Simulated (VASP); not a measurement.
# Ir (P6_3/mmc) in VASP: notebook

The runs below take Ir through single point, with r2SCAN.

Program: VASP 6.6.1. These are calculated values, not measurements. Logs are shortened: lines on timing, memory, paths and dates and some standing lists are left out, and cuts for length are marked.

## Step 1: The cell of the first run

Symmetry: P6_3/mmc, No. 194, hexagonal system. The conventional cell has a = 2.645 Å, b = 2.645 Å, c = 8.647 Å, α = 90.00°, β = 90.00°, γ = 120.00°. Within 3.5 Å of Ir (site symmetry -3m) lie 12 Ir at 2.65 Å. Ir (site symmetry -6m2) has 12 Ir at 2.65 Å within 3.5 Å.

## Step 2: Single point, r2SCAN (volume scaled by 0.92)

POSCAR reads:

```
Ir
1.0
    2.6453934449      0.0000000000      0.0000000000
   -1.3226967225      2.2909779263      0.0000000000
    0.0000000000      0.0000000000      8.6469196946
Ir
4
Direct
    0.0000000000      0.0000000000      1.0000000000
    0.0000000000      0.0000000000      0.5000000000
    0.3333333333      0.6666666667      0.2500000000
    0.6666666667      0.3333333333      0.7500000000
```

INCAR.step1 reads:

```
ALGO = Normal
EDIFF = 1E-4
ENCUT = 520
GGA = PE
ISMEAR = -1
LASPH = T
LCHARG = F
LREAL = F
LWAVE = T
NBANDS = 26
NELM = 100
PREC = Accurate
SIGMA = 0.1
```

INCAR.step2 reads:

```
ALGO = Normal
EDIFF = 1E-7
ENCUT = 520
ISIF = 2
ISMEAR = -1
ISTART = 1
LASPH = T
LCHARG = T
LELF = T
LMIXTAU = T
LREAL = F
LVHAR = T
LWAVE = F
METAGGA = R2SCAN
NBANDS = 26
NELM = 100
PREC = Accurate
SIGMA = 0.1
```

KPOINTS reads:

```
k-points
0
Gamma
  15 15 4
```

Potentials or basis: VASP PAW PBE potentials, release 64 (Ir).

The run is started by

```console
> cat potpaw_PBE.64/Ir/POTCAR > POTCAR
> cp INCAR.step1 INCAR
> mpirun -np 1 vasp_std > vasp.out
> cp INCAR.step2 INCAR
> mpirun -np 1 vasp_std > vasp.out
```

OUTCAR:

```text
EDIFF = 1E-7
   ENCUT = 520
   ISIF = 2
   ISMEAR = -1
   ISTART = 1
   LASPH = T
   LREAL = F
   METAGGA = R2SCAN
   NELM = 100
   PREC = Accurate

 ion  position               nearest neighbor table
   1  0.000  0.000  0.000-   3 2.65   4 2.65   4 2.65   3 2.65   4 2.65   3 2.65
   2  0.000  0.000  0.500-   3 2.65   4 2.65   4 2.65   3 2.65   4 2.65   3 2.65
   3  0.333  0.667  0.250-   1 2.65   2 2.65   1 2.65   2 2.65   1 2.65   2 2.65
   4  0.667  0.333  0.750-   1 2.65   2 2.65   1 2.65   2 2.65   1 2.65   2 2.65

  LATTYP: Found a hexagonal cell.
 ALAT       =     2.6453934449
 C/A-ratio  =     3.2686705682

  Lattice vectors:

 A1 = (   2.6453934449,   0.0000000000,   0.0000000000)
 A2 = (  -1.3226967225,   2.2909779263,   0.0000000000)
 A3 = (   0.0000000000,   0.0000000000,   8.6469196946)

Analysis of symmetry for initial positions (statically):
=====================================================================
 Subroutine PRICEL returns:
 Original cell was already a primitive cell.

 Routine SETGRP: Setting up the symmetry group for a
 hexagonal supercell.

 Subroutine GETGRP returns: Found 24 space group operations
 (whereof 12 operations were pure point group operations)
 out of a pool of 24 trial point group operations.

The static configuration has the point symmetry D_3d.
 The point group associated with its full space group is D_6h.

Analysis of symmetry for dynamics (positions and initial velocities):
=====================================================================
 Subroutine PRICEL returns:
 Original cell was already a primitive cell.

 Routine SETGRP: Setting up the symmetry group for a
 hexagonal supercell.

 Subroutine GETGRP returns: Found 24 space group operations
 (whereof 12 operations were pure point group operations)
 out of a pool of 24 trial point group operations.

The dynamic configuration has the point symmetry D_3d.
 The point group associated with its full space group is D_6h.

 Subroutine INISYM returns: Found 24 space group operations
 (whereof 12 operations are pure point group operations),
 and found     1 'primitive' translations

----------------------------------------------------------------------------------------

                                     Primitive cell

  volume of cell :      52.4050

  direct lattice vectors                    reciprocal lattice vectors
[... 83 lines left out ...]
   ISTART =      1    job   : 0-new  1-cont  2-samecut
   ICHARG =      0    charge: 1-file 2-atom 10-const
   ISPIN  =      1    spin polarized calculation?
   LNONCOLLINEAR =      F non collinear calculations
   LSORBIT =      F    spin-orbit coupling
   LASPH  =      T    aspherical Exc in radial PAW
   ENCUT  =  520.0 eV  38.22 Ry    6.18 a.u.   4.92  4.92 16.08*2*pi/ulx,y,z
   NELM   =    100;   NELMIN=  2; NELMDL=  0     # of ELM steps
   EDIFF  = 0.1E-06   stopping-criterion for ELM
   LREAL  =      F    real-space projection
   EDIFFG = 0.1E-05   stopping-criterion for IOM
   NSW    =      0    number of steps for IOM
   IBRION =     -1    ionic relax: 0-MD 1-quasi-New 2-CG
   NFREE  =      0    steps in history (QN), initial steepest desc. (CG)
   ISIF   =      2    stress and relaxation
   ISYM   =      2    0-nonsym 1-usesym 2-fastsym
   POTIM  = 0.5000    time-step for ionic-motion
   TEBEG  =    0.0;   TEEND  =   0.0 temperature during run
   PSTRESS=    0.0 pullay stress
   NELECT =      36.0000    total number of electrons
   NUPDOWN=      -1.0000    fix difference up-down
   EMIN   =  10.00;   EMAX   =-10.00  energy-range for DOS
   EFERMI =   0.00;   METHOD = LEGACY
   ISMEAR =    -1;   SIGMA  =   0.10  broadening in eV -4-tet -1-fermi 0-gaus
   EFERMI_NEDOS =   21; number of points for ismear=-14 and -15
   IALGO  =     38    algorithm
   IMIX   =      4    mixing-type and parameters
     AMIX     =   0.40;   BMIX     =  1.00
     AMIX_MAG =   1.60;   BMIX_MAG =  1.00
  volume/ion in A,a.u.               =      13.10        88.41
  Fermi-wavevector in a.u.,A,eV,Ry     =   1.444502  2.729713 28.389724  2.086586
  Thomas-Fermi vector in A             =   2.562790
   LORBIT       =      0    0 simple, 1 ext, 2 COOP (PROOUT), +10 PAW based schemes
   METAGGA = R2SCAN    functional components
   LHFCALC =     F    Hartree Fock is set to
   AEXX    =    0.0000 exact exchange contribution
   IVDW    =     0    specifies the selected vdW correction
   LEPSILON=     F    determine dielectric tensor
   LRPA    =     F    only Hartree local field effects (RPA)
 non-spin polarized calculation
  energy-cutoff  :      520.00
  volume of cell :       52.40
 maximum number of plane-waves:      1455
 NGX is ok and might be reduce to    20
   NGX =  9   NGY =  9   NGZ = 33

 number of electron      36.0000001 magnetization

 Free energy of the ion-electron system (eV)
  ---------------------------------------------------
  ext. energy  EPLUGINS =         0.00000000
  ---------------------------------------------------
  free energy    TOTEN  =      -208.78702933 eV

  energy without entropy =     -208.68519723  energy(sigma->0) =     -208.73611328

 E-fermi :  11.6009     XC(G=0): -15.8676

 val. band max:       11.6002268039   @ k =   0.4000   0.2000   0.0000
 cond. band min:      11.6113047769   @ k =   0.1333   0.1333   0.0000
 fundamental gap:      0.0110779729
 Fermi energy:        11.6008836859

 k-point     1 :       0.0000    0.0000    0.0000
  band No.  band energies     occupation
      1      -0.8353      2.00000
      2       1.5709      2.00000
      3       1.6141      2.00000
      4       2.2697      2.00000
      5       6.4999      2.00000
      6       6.5480      2.00000
[... 685 lines left out ...]
     25      19.7575      0.00000
     26      20.5285      0.00000

 [... further k-points ...]
[... 5 lines left out ...]
  --------------------------------------------------------------------------------------
  -------------------------------------------------------------------------------------
  Total       13.8106607     13.8106607     13.8492356     -0.0000000      0.0000000      0.0000000
  in kB      422.2332532    422.2332532    423.4126032     -0.0000000      0.0000000      0.0000000
  external PRESSURE =     422.6263699 kB  Pullay stress =       0.0000000 kB

 VOLUME and BASIS-vectors are now :
 -----------------------------------------------------------------------------
  energy-cutoff  :      520.00
  volume of cell :       52.40
      direct lattice vectors                 reciprocal lattice vectors
     2.645393445  0.000000000  0.000000000     0.378015604  0.218247411  0.000000000
    -1.322696722  2.290977926  0.000000000     0.000000000  0.436494821  0.000000000
     0.000000000  0.000000000  8.646919695     0.000000000  0.000000000  0.115648119

 POSITION                                       TOTAL-FORCE (eV/Angst)
 -----------------------------------------------------------------------------------
      0.00000      0.00000      0.00000         0.000000      0.000000      0.000000
      0.00000      0.00000      4.32346         0.000000      0.000000      0.000000
     -0.00000      1.52732      2.16173         0.000000      0.000000      0.000000
      1.32270      0.76366      6.48519        -0.000000     -0.000000     -0.000000
 -----------------------------------------------------------------------------------
    total drift:                                0.000000     -0.000000      0.000000

  FREE ENERGIE OF THE ION-ELECTRON SYSTEM (eV)
  ---------------------------------------------------
  free  energy   TOTEN  =      -208.7870293262 eV

  energy  without entropy=     -208.6851972291  energy(sigma->0) =     -208.73611328
```

Run time: 4.2 min. Hardware: 1 thread of AMD EPYC 9R45 (Zen 5), shared host; peak memory 0.2 GiB.

What came out:

```
Free energy            : -208.7870 eV
Pressure               : 42.3 GPa
Band gap on the k mesh : zero (band 18 reaches 12.79 eV, above the bottom of band 19 at 9.78 eV)
```

Stress tensor (GPa, compression positive):
```
42.22  0.00  0.00
 0.00 42.22  0.00
 0.00  0.00 42.34
```

Levels at points of the mesh, in eV from the Fermi level:
```csv
k point,band 15,band 16,band 17,band 18,band 19,band 20,band 21,band 22
"(0.00, 0.00, 0.00)",-3.87,-2.13,-2.13,-1.24,-1.24,-0.94,-0.41,-0.41
"(0.00, 0.00, 0.50)",-3.06,-3.06,-1.65,-1.65,-1.65,-1.65,0.25,0.25
```

Caveat: the PAW data sets were made with another functional, which shifts forces and pressure a little; spin-orbit coupling is left out, which moves the levels of the heavy elements.

## Step 3: Single point, r2SCAN (volume scaled by 0.96)

POSCAR reads:

```
Ir
1.0
    2.6831898863      0.0000000000      0.0000000000
   -1.3415949432      2.3237106048      0.0000000000
    0.0000000000      0.0000000000      8.7704638102
Ir
4
Direct
    0.0000000000      0.0000000000      1.0000000000
    0.0000000000      0.0000000000      0.5000000000
    0.3333333333      0.6666666667      0.2500000000
    0.6666666667      0.3333333333      0.7500000000
```

INCAR.step1 reads:

```
SYSTEM = Ir
  PREC = Accurate
  ENCUT = 520
  ISMEAR = -1
  SIGMA = 0.1
  LREAL = .FALSE.
  LASPH = .TRUE.
  NELM = 60
  NBANDS = 26
  GGA = PE
  ALGO = Normal
  EDIFF = 1E-4
  LWAVE = .TRUE.
  LCHARG = .FALSE.
```

INCAR.step2 reads:

```
SYSTEM = Ir
  PREC = Accurate
  ENCUT = 520
  EDIFF = 1E-7
  ISMEAR = -1
  SIGMA = 0.1
  LREAL = .FALSE.
  LASPH = .TRUE.
  NELM = 60
  ALGO = Normal
  ISIF = 2
  LWAVE = .FALSE.
  LCHARG = .TRUE.
  METAGGA = R2SCAN
  LMIXTAU = .TRUE.
  LELF = .TRUE.
  LVHAR = .TRUE.
  NBANDS = 26
  ISTART = 1
```

KPOINTS reads:

```
regular mesh
0
G
  15 15 4
  0 0 0
```

Potentials or basis: VASP PAW PBE potentials, release 64 (Ir).

The run is started by

```console
> cat potpaw_PBE.64/Ir/POTCAR > POTCAR
> cp INCAR.step1 INCAR
> mpirun -np 1 vasp_std > vasp.out
> cp INCAR.step2 INCAR
> mpirun -np 1 vasp_std > vasp.out
```

Run time: 6.1 min. Hardware: 1 thread of AMD EPYC 9R45 (Zen 5), shared host; peak memory 0.2 GiB.

It converged, with:

```
Free energy            : -209.2231 eV
Pressure               : 19.9 GPa
Band gap on the k mesh : zero (band 18 reaches 11.91 eV, above the bottom of band 19 at 9.10 eV)
```

Levels at points of the mesh, in eV from the Fermi level:
| k point | band 14 | band 15 | band 16 | band 17 | band 18 | band 19 | band 20 | band 21 | band 22 | band 23 |
| --- | --- | --- | --- | --- | --- | --- | --- | --- | --- | --- |
| (0.00, 0.00, 0.00) | -3.62 | -3.62 | -2.00 | -2.00 | -1.16 | -1.16 | -0.84 | -0.39 | -0.39 | 0.76 |
| (0.00, 0.00, 0.50) | -3.93 | -2.90 | -2.90 | -1.55 | -1.55 | -1.55 | -1.55 | 0.23 | 0.23 | 0.23 |

Caveat: the PAW data sets were made with another functional, which shifts forces and pressure a little; spin-orbit coupling is left out, which moves the levels of the heavy elements.

[end of part 1 of 2]
